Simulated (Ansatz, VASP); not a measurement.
One calculation of Ti, two programs

The input INCAR:

```
PREC = Accurate
ENCUT = 520
EDIFF = 1E-7
ISMEAR = -1
SIGMA = 0.05
LREAL = F
LASPH = T
NELM = 80
ALGO = Normal
ISIF = 2
LWAVE = F
LCHARG = F
GGA = CA
NBANDS = 19
```

Contents of KPOINTS:

```
regular mesh
0
Gamma
  15 15 8
```

POSCAR

```
Ti
1.0
    2.0521093532      0.0000000000      0.0000000000
   -1.0260546766      1.7771788313      0.0000000000
    0.0000000000      0.0000000000      3.9751815412
Ti
2
Direct
    0.3333333333      0.6666666667      0.2500000000
    0.6666666667      0.3333333333      0.7500000000
```

Input for Ansatz:

```yaml
crystal:
  lattice:
    - [2.0521093532, 0.0, 0.0]
    - [-1.0260546766, 1.7771788313, 0.0]
    - [0.0, 0.0, 3.9751815412]
  atoms:
    - { symbol: Ti, position: [0.3333333333, 0.6666666667, 0.25] }
    - { symbol: Ti, position: [0.6666666667, 0.3333333333, 0.75] }
kpoints:
  mp_grid: { grid: [15, 15, 8] }
scf:
  occupations: { method: fermi_dirac, width: 0.05 }
hamiltonian:
  xc: lda
  pseudopotentials: { kind: paw, partial_waves: polarizable }
output:
  forces: true
  stress: true
  eigenvalues: true
```

Change from the starting cell: volume scaled by 0.45, PAW files, partial_waves polarizable.

Alike in both runs: task single point; functional LDA; k mesh 15 × 15 × 8; occupations fermi-dirac, width 0.05 eV; no spin polarisation.

|  | VASP | Ansatz |
| --- | --- | --- |
| version | VASP 6.6.1 | Ansatz 0.2.0 |
| potentials or method | VASP PAW LDA potentials, release 64 (Ti_sv) | PAW with Ansatz's default frozen-core files, scalar-relativistic |
| plane-wave cutoff (eV) | 520 | 420 |
| valence electrons in the cell | 24 | 24 |

|  | VASP | Ansatz | Ansatz less VASP |
| --- | --- | --- | --- |
| pressure (GPa) | 339.0 | 324.0 | -14.92 |
| traceless stress, the component that is largest in VASP (GPa) | -10.13 | 0.14 | +10.264 |

LDA's correlation is that of Perdew and Zunger in VASP and of Perdew and Wang (1992) in Ansatz. Both programs put the cell under a high pressure, so it lies far from rest at this level.

Noted on VASP's run: the cell as given lies far from equilibrium.
